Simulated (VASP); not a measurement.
CaO:

```
Ca O
1.0
     2.46892    2.41123    0.04894
     2.47230   -2.31673    4.67409
     2.31902   -2.35921   -4.61869
Ca O
4 4
Direct
  0.01200 0.25600 0.71935
  0.52326 0.73117 0.80233
  0.51813 0.24946 0.22303
  0.02867 0.73326 0.23927
  0.43041 0.01735 0.55514
  0.97658 0.48524 0.46211
  0.04164 0.02636 0.01667
  0.46931 0.50115 0.98210
```

- Program: VASP 6.6.1
- Task: relaxation of cell and atoms
- Functional: PBE
- Potentials or basis: VASP PAW PBE potentials, release 64 (Ca_sv, O)
- Cutoff: 600 eV
- k mesh: 4 × 4 × 4
- Occupations: gaussian, width 0.1 eV
- Spin: no spin polarisation

At the start: pressure 14.8 GPa; volume 13.41 Å³/atom.

Problem. Where does the relaxation end?

Solution. Over 14 steps the energy falls by 322.8 meV/atom and the volume is 14.16 Å³/atom (+5.6 %); space group P1 (No. 1, to 0.1 Å) before, Fm-3m (No. 225, to 0.1 Å).

Step by step:
```tsv
step	energy change (eV)	largest force (eV/Å)	pressure (GPa)	volume (Å³)
1	0.0000	6.7279	14.81	107.29
2	-1.7481	0.9207	-8.24	127.61
3	-1.8792	1.1591	-4.57	121.64
4	-2.2549	0.8981	-1.08	116.17
5	-2.3313	0.8282	1.98	112.53
6	-2.4641	0.4989	0.36	113.51
7	-2.5034	0.4745	-0.77	114.41
8	-2.5581	0.2725	0.11	113.27
9	-2.5678	0.2834	0.76	112.54
10	-2.5775	0.1320	-0.48	113.81
11	-2.5775	0.1312	-0.49	113.82
12	-2.5816	0.0499	0.03	113.23
13	-2.5817	0.0475	0.12	113.14
14	-2.5823	0.0205	-0.04	113.31
```

Final structure:
```yaml
crystal:
  lattice:
    - [2.41862, 2.42043, 0.00045]
    - [2.41815, -2.42013, 4.83868]
    - [2.42162, -2.41943, -4.83758]
  atoms:
    - { symbol: Ca, position: [0.99944, 0.25003, 0.75018] }
    - { symbol: Ca, position: [0.49982, 0.74995, 0.74994] }
    - { symbol: Ca, position: [0.49902, 0.25013, 0.24995] }
    - { symbol: Ca, position: [0.00042, 0.74996, 0.25017] }
    - { symbol: O, position: [0.50103, 0.00005, 0.49970] }
    - { symbol: O, position: [0.00059, 0.50012, 0.50017] }
    - { symbol: O, position: [0.99951, 0.99995, 0.99972] }
    - { symbol: O, position: [0.50017, 0.49980, 0.00017] }
```

Caveat: the k points lie up to 0.46 Å⁻¹ apart in the final cell.
